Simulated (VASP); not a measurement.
# Zn (P6_3/mmc) in VASP: further runs

Zn is run at these levels: PBEsol; tasks: relaxation of cell and atoms.

Program: VASP 6.6.1. These are calculated values, not measurements. Logs are shortened: lines on timing, memory, paths and dates and some standing lists are left out, and cuts for length are marked.

## 1. The cell of the first run

Symmetry: P6_3/mmc, No. 194, hexagonal system. Conventional cell: a = 2.635 Å, b = 2.635 Å, c = 4.665 Å, α = 90.00°, β = 90.00°, γ = 120.00°. Within 3.5 Å of Zn (site symmetry -6m2) lie 12 Zn at 2.64 to 2.78 Å.

## 2. Relaxation of cell and atoms, PBEsol, target pressure 7 GPa, at which the enthalpy is minimised

Contents of INCAR:

```
SYSTEM = Zn
ALGO = Normal
EDIFF = 1E-6
EDIFFG = -0.002
ENCUT = 600
GGA = PS
IBRION = 2
ISIF = 3
ISMEAR = -1
LASPH = .TRUE.
LCHARG = .FALSE.
LREAL = .FALSE.
LWAVE = .FALSE.
NELM = 80
NSW = 100
PREC = Accurate
PSTRESS = 70.0
SIGMA = 0.1
```

Contents of KPOINTS:

```
k-points
0
G
  20 20 10
  0 0 0
```

Contents of POSCAR:

```
Zn
1.0
    2.6354261662      0.0000000000      0.0000000000
   -1.3177130831      2.2823460098      0.0000000000
    0.0000000000      0.0000000000      4.6649985756
Zn
2
Direct
    0.3333333333      0.6666666667      0.2500000000
    0.6666666667      0.3333333333      0.7500000000
```

Potentials or basis: VASP PAW PBE potentials, release 64 (Zn).

Launch:

```
$ cat potpaw_PBE.64/Zn/POTCAR > POTCAR
$ mpirun -np 1 vasp_std > vasp.out
```

OUTCAR:

```text
SYSTEM = Zn
   EDIFF = 1E-6
   EDIFFG = -0.002
   ENCUT = 600
   GGA = PS
   IBRION = 2
   ISIF = 3
   ISMEAR = -1
   LASPH = .TRUE.
   LREAL = .FALSE.
   NELM = 80
   NSW = 100
   PREC = Accurate
   PSTRESS = 70.0

 ion  position               nearest neighbor table
   1  0.333  0.667  0.250-   2 2.78   2 2.78   2 2.78   2 2.78   2 2.78   2 2.78
   2  0.667  0.333  0.750-   1 2.78   1 2.78   1 2.78   1 2.78   1 2.78   1 2.78

  LATTYP: Found a hexagonal cell.
 ALAT       =     2.6354261662
 C/A-ratio  =     1.7701116561

  Lattice vectors:

 A1 = (   2.6354261662,   0.0000000000,   0.0000000000)
 A2 = (  -1.3177130831,   2.2823460098,   0.0000000000)
 A3 = (   0.0000000000,   0.0000000000,   4.6649985756)

Analysis of symmetry for initial positions (statically):
=====================================================================
 Subroutine PRICEL returns:
 Original cell was already a primitive cell.

 Routine SETGRP: Setting up the symmetry group for a
 hexagonal supercell.

 Subroutine GETGRP returns: Found 24 space group operations
 (whereof 12 operations were pure point group operations)
 out of a pool of 24 trial point group operations.

The static configuration has the point symmetry D_3d.
 The point group associated with its full space group is D_6h.

Analysis of symmetry for dynamics (positions and initial velocities):
=====================================================================
 Subroutine PRICEL returns:
 Original cell was already a primitive cell.

 Routine SETGRP: Setting up the symmetry group for a
 hexagonal supercell.

 Subroutine GETGRP returns: Found 24 space group operations
 (whereof 12 operations were pure point group operations)
 out of a pool of 24 trial point group operations.

The dynamic configuration has the point symmetry D_3d.
 The point group associated with its full space group is D_6h.

 Subroutine INISYM returns: Found 24 space group operations
 (whereof 12 operations are pure point group operations),
 and found     1 'primitive' translations

----------------------------------------------------------------------------------------

                                     Primitive cell

  volume of cell :      28.0598

  direct lattice vectors                    reciprocal lattice vectors
     2.635426166  0.000000000  0.000000000     0.379445273  0.219072830  0.000000000
    -1.317713083  2.282346010  0.000000000     0.000000000  0.438145661  0.000000000
     0.000000000  0.000000000  4.664998576     0.000000000  0.000000000  0.214362338

  length of vectors
     2.635426166  2.635426166  4.664998576     0.438145661  0.438145661  0.214362338

  position of ions in fractional coordinates (direct lattice)
     0.333333333  0.666666667  0.250000000
     0.666666667  0.333333333  0.750000000

  ion indices of the primitive-cell ions
   primitive index   ion index
                 1           1
                 2           2

----------------------------------------------------------------------------------------

 KPOINTS: k-points

Automatic generation of k-mesh.
 Grid dimensions read from file:
 generate k-points for:   20   20   10

 Generating k-lattice:

  Cartesian coordinates                     Fractional coordinates (reciprocal lattice)
     0.018972264  0.010953642  0.000000000     0.050000000  0.000000000  0.000000000
     0.000000000  0.021907283  0.000000000     0.000000000  0.050000000  0.000000000
     0.000000000  0.000000000  0.021436234     0.000000000  0.000000000  0.100000000

  Length of vectors
     0.021907283  0.021907283  0.021436234

  Shift w.r.t. Gamma in fractional coordinates (k-lattice)
     0.000000000  0.000000000  0.000000000

 Subroutine IBZKPT returns following result:
 ===========================================

 Found    264 irreducible k-points:

 Following reciprocal coordinates:
            Coordinates               Weight
  0.000000  0.000000  0.000000      1.000000
  0.050000  0.000000  0.000000      6.000000
  0.100000 -0.000000  0.000000      6.000000
  0.150000 -0.000000  0.000000      6.000000
  0.200000 -0.000000  0.000000      6.000000
  0.250000  0.000000  0.000000      6.000000
[... 16 lines left out ...]
  0.200000  0.100000  0.000000     12.000000
  0.250000  0.100000  0.000000     12.000000
 [... further k-points ...]
   k-points           NKPTS =    264   k-points in BZ     NKDIM =    264   number of bands    NBANDS=     16
   number of dos      NEDOS =    301   number of ions     NIONS =      2
   total plane-waves  NPLWV =  23040
   dimension x,y,z NGX =    24 NGY =   24 NGZ =   40
   dimension x,y,z NGXF=    48 NGYF=   48 NGZF=   80
   ions per type =               2
   NGX,Y,Z   is equivalent  to a cutoff of  15.14, 15.14, 14.25 a.u.
   NGXF,Y,Z  is equivalent  to a cutoff of  30.28, 30.28, 28.51 a.u.
 SYSTEM =  Zn
   PREC   = accura    normal or accurate (medium, high low for compatibility)
   ISTART =      0    job   : 0-new  1-cont  2-samecut
   ICHARG =      2    charge: 1-file 2-atom 10-const
   ISPIN  =      1    spin polarized calculation?
   LNONCOLLINEAR =      F non collinear calculations
   LSORBIT =      F    spin-orbit coupling
   LASPH  =      T    aspherical Exc in radial PAW
   ENCUT  =  600.0 eV  44.10 Ry    6.64 a.u.   5.26  5.26  9.32*2*pi/ulx,y,z
   NELM   =     80;   NELMIN=  2; NELMDL= -5     # of ELM steps
   EDIFF  = 0.1E-05   stopping-criterion for ELM
   LREAL  =      F    real-space projection
   EDIFFG = -.2E-02   stopping-criterion for IOM
   NSW    =    100    number of steps for IOM
   IBRION =      2    ionic relax: 0-MD 1-quasi-New 2-CG
   NFREE  =      1    steps in history (QN), initial steepest desc. (CG)
   ISIF   =      3    stress and relaxation
   ISYM   =      2    0-nonsym 1-usesym 2-fastsym
   POTIM  = 0.5000    time-step for ionic-motion
   TEBEG  =    0.0;   TEEND  =   0.0 temperature during run
   PSTRESS=   70.0 pullay stress
   NELECT =      24.0000    total number of electrons
   NUPDOWN=      -1.0000    fix difference up-down
   EMIN   =  10.00;   EMAX   =-10.00  energy-range for DOS
   EFERMI =   0.00;   METHOD = LEGACY
   ISMEAR =    -1;   SIGMA  =   0.10  broadening in eV -4-tet -1-fermi 0-gaus
   EFERMI_NEDOS =   21; number of points for ismear=-14 and -15
   IALGO  =     38    algorithm
   IMIX   =      4    mixing-type and parameters
     AMIX     =   0.40;   BMIX     =  1.00
     AMIX_MAG =   1.60;   BMIX_MAG =  1.00
  volume/ion in A,a.u.               =      14.03        94.68
  Fermi-wavevector in a.u.,A,eV,Ry     =   1.553999  2.936632 32.856868  2.414912
  Thomas-Fermi vector in A             =   2.658148
   LORBIT       =      0    0 simple, 1 ext, 2 COOP (PROOUT), +10 PAW based schemes
   GGA     = PS    functional components
   LHFCALC =     F    Hartree Fock is set to
   AEXX    =    0.0000 exact exchange contribution
   IVDW    =     0    specifies the selected vdW correction
   LEPSILON=     F    determine dielectric tensor
   LRPA    =     F    only Hartree local field effects (RPA)
 conjugate gradient relaxation of ions
 non-spin polarized calculation
  energy-cutoff  :      600.00
  volume of cell :       28.06
 maximum number of plane-waves:       950
 NGX is ok and might be reduce to    24
   NGX = 11   NGY = 11   NGZ = 19

--------------------------------------- Ionic step        1  -------------------------------------------

 number of electron      24.0000008 magnetization

 Free energy of the ion-electron system (eV)
  ---------------------------------------------------
  ext. energy  EPLUGINS =         0.00000000
  ---------------------------------------------------
  free energy    TOTEN  =        -3.17455333 eV

  energy without entropy =       -3.16149745  energy(sigma->0) =       -3.16802539

------------------------ aborting loop because EDIFF is reached ----------------------------------------

  FORCE on cell =-STRESS in cart. coord.  units (eV):
  Direction    XX          YY          ZZ          XY          YZ          ZX
  --------------------------------------------------------------------------------------
  -------------------------------------------------------------------------------------
  Total        0.0857151      0.0857151      0.0581879     -0.0000000     -0.0000000      0.0000000
  in kB        4.8942277      4.8942277      3.3224548     -0.0000000     -0.0000000      0.0000000
  external PRESSURE =     -65.6296966 kB  Pullay stress =      70.0000000 kB
[... 93 lines left out ...]
  FREE ENERGIE OF THE ION-ELECTRON SYSTEM (eV)
  ---------------------------------------------------
  free  energy   TOTEN  =        -3.1389471488 eV

  energy  without entropy=       -3.1278889593  energy(sigma->0) =       -3.13341805

  enthalpy is  TOTEN    =        -1.9841174078 eV   P V=        1.1548297411

[... ionic steps 4 to 15 ...]

--------------------------------------- Ionic step       16  -------------------------------------------

 number of electron      24.0000008 magnetization

------------------------ aborting loop because EDIFF is reached ----------------------------------------

  FORCE on cell =-STRESS in cart. coord.  units (eV):
  Direction    XX          YY          ZZ          XY          YZ          ZX
  --------------------------------------------------------------------------------------
  -------------------------------------------------------------------------------------
  Total        1.1439092      1.1439092      1.1446744      0.0000000     -0.0000000      0.0000000
  in kB       69.5293494     69.5293494     69.5758631      0.0000000     -0.0000000      0.0000000
  external PRESSURE =      -0.4551460 kB  Pullay stress =      70.0000000 kB
[... 61 lines left out ...]
  enthalpy is  TOTEN    =        -1.9862627697 eV   P V=        1.1516343035

--------------------------------------- Ionic step       18  -------------------------------------------

 number of electron      24.0000008 magnetization

 Free energy of the ion-electron system (eV)
  ---------------------------------------------------
  ext. energy  EPLUGINS =         0.00000000
  ---------------------------------------------------
  free energy    TOTEN  =        -3.13790393 eV

  energy without entropy =       -3.12737722  energy(sigma->0) =       -3.13264058

 E-fermi :   4.1448     XC(G=0): -12.4853

 val. band max:        4.1373535095   @ k =   0.3500   0.3000   0.4000
 cond. band min:       4.1466813963   @ k =   0.1500   0.1000   0.1000
 fundamental gap:      0.0093278868
 Fermi energy:         4.1448425161

 k-point     1 :       0.0000    0.0000    0.0000
  band No.  band energies     occupation
      1      -7.5845      2.00000
      2      -5.1372      2.00000
      3      -4.1835      2.00000
      4      -4.0065      2.00000
      5      -4.0065      2.00000
      6      -3.9153      2.00000
[... 8 lines left out ...]
     15      21.8841      0.00000
     16      21.8841      0.00000
[... 420 lines left out ...]
  band No.  band energies     occupation
      1      -5.1204      2.00000
      2      -4.6445      2.00000
      3      -4.4040      2.00000
      4      -4.1472      2.00000
      5      -4.0167      2.00000
      6      -3.9498      2.00000
[... 8 lines left out ...]
     15      12.9253      0.00000
     16      16.0043      0.00000

 [... further k-points ...]
[... 5 lines left out ...]
  --------------------------------------------------------------------------------------
  -------------------------------------------------------------------------------------
  Total        1.1503900      1.1503900      1.1511893     -0.0000000     -0.0000000      0.0000000
  in kB       69.9239516     69.9239516     69.9725358     -0.0000000     -0.0000000      0.0000000
  external PRESSURE =      -0.0598536 kB  Pullay stress =      70.0000000 kB
[... 17 lines left out ...]
  FREE ENERGIE OF THE ION-ELECTRON SYSTEM (eV)
  ---------------------------------------------------
  free  energy   TOTEN  =        -3.1379039347 eV

  energy  without entropy=       -3.1273772237  energy(sigma->0) =       -3.13264058

  enthalpy is  TOTEN    =        -1.9862627776 eV   P V=        1.1516411571

 reached required accuracy - stopping structural energy minimisation
```

Wall time 11 min (1 thread of Intel Xeon Platinum 8259CL at 2.50GHz (Skylake/Cascade Lake), shared host); peak memory 0.26 GiB.

What came out:

```yaml
Free_energy: -3.1379 eV
Relaxed_volume: 13.18 Å³/atom
Relaxed_cell: a = 2.599 Å, b = 2.599 Å, c = 4.508 Å, α = 90.00°, β = 90.00°, γ = 120.00°
Space_group_after_relaxing_to_0.05_Å: P6_3/mmc (No. 194)
Energy_change_on_relaxing_the_enthalpy_is_what_falls: +18.3 meV/atom
Ionic_steps: 18
Pressure_after_relaxing: 7.0 GPa
Band_gap_on_the_k_mesh: zero (band 12 reaches 5.85 eV, above the bottom of band 13 at 2.00 eV)
```

Step by step:
```tsv
step	energy change (eV)	largest force (eV/Å)	pressure (GPa)	volume (Å³)
1	0.0000	0.0000	0.44	28.06
2	0.0702	0.0000	10.44	25.79
3	0.0356	0.0000	7.03	26.43
4	0.0358	0.0000	7.02	26.40
5	0.0373	0.0000	7.07	26.34
6	0.0375	0.0000	7.26	26.34
7	0.0333	0.0000	6.59	26.44
8	0.0364	0.0000	6.98	26.37
9	0.0365	0.0000	7.01	26.36
10	0.0364	0.0000	6.92	26.36
11	0.0376	0.0000	7.05	26.34
12	0.0371	0.0000	7.09	26.35
13	0.0367	0.0000	7.05	26.36
14	0.0366	0.0000	6.96	26.36
15	0.0367	0.0000	7.09	26.36
16	0.0366	0.0000	6.95	26.36
17	0.0367	0.0000	7.03	26.36
18	0.0366	0.0000	6.99	26.36
```

Final structure:
```
Zn
1.0
     2.59855    0.00000    0.00000
    -1.29927    2.25041    0.00000
     0.00000    0.00000    4.50752
Zn
2
Cartesian
  0.0000 1.5003 1.1269
  1.2993 0.7501 3.3806
```

Caveat: the cell is relaxed towards a set pressure, so the enthalpy falls and the energy may rise; the PAW data sets were made with another functional, which shifts forces and pressure a little.

(Part 1 of 2 ends here.)
